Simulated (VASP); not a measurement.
Write the native input for VASP 6.6.1 that does the following.

```
Task                   : single point
Functional             : PBEsol
Potentials or basis    : VASP PAW PBE potentials, release 64 (W_sv, C)
Cutoff                 : 520 eV
k mesh                 : 10 × 10 × 1
Occupations            : gaussian, width 0.1 eV
Spin                   : no spin polarisation
Dipole correction      : yes
Further INCAR settings : ALGO = Normal; EDIFF = 1e-07; NBANDS = 31
```

The structure of W3C lies in POSCAR:

```
W3C
1.0
    2.7317561349      0.0000000000      0.0000000000
   -0.9105853783      2.5755243833      0.0000000000
    0.0000000000      0.0000000000     21.3158546942
W C
3 1
Direct
    0.5000000000      0.5000000000      0.1876537468
    0.0000000000      0.0000000000      0.2888907691
    0.5000000000      0.5000000000      0.3901253228
    1.0000000000      1.0000000000      0.5275816924
```

One way to write it, as run:

INCAR

```
  PREC = Accurate
  ENCUT = 520
  EDIFF = 1E-7
  ISMEAR = 0
  SIGMA = 0.1
  LREAL = F
  LASPH = T
  NELM = 80
  ALGO = Normal
  ISIF = 2
  LWAVE = F
  LCHARG = T
  LDIPOL = T
  IDIPOL = 3
  DIPOL = 0.5 0.5 0.349
  GGA = PS
  LELF = T
  LVHAR = T
  LVACPOTAV = T
  NBANDS = 31
```

KPOINTS

```
Automatic mesh
0
Gamma
  10 10 1
```

Potentials or basis: VASP PAW PBE potentials, release 64 (W_sv, C).

Command:

```sh
$ cat potpaw_PBE.64/W_sv/POTCAR potpaw_PBE.64/C/POTCAR > POTCAR
$ mpirun -np 1 vasp_std > vasp.out
```

It gave:

| Property | Result |
| --- | --- |
| Largest force | 1.925 eV/Å |
| Band gap on the k mesh | zero (bands 23 and 24 overlap by 1.33 eV) |

Caveat: the PAW data sets were made with another functional, which shifts forces and pressure a little; spin-orbit coupling is left out, which moves the levels of the heavy elements.

Wall time 5.3 min on 1 thread of Intel(R) Xeon(R) Platinum 8259CL CPU @ 2.50GHz (Skylake/Cascade Lake) (shared host), peak memory 0.31 GiB.
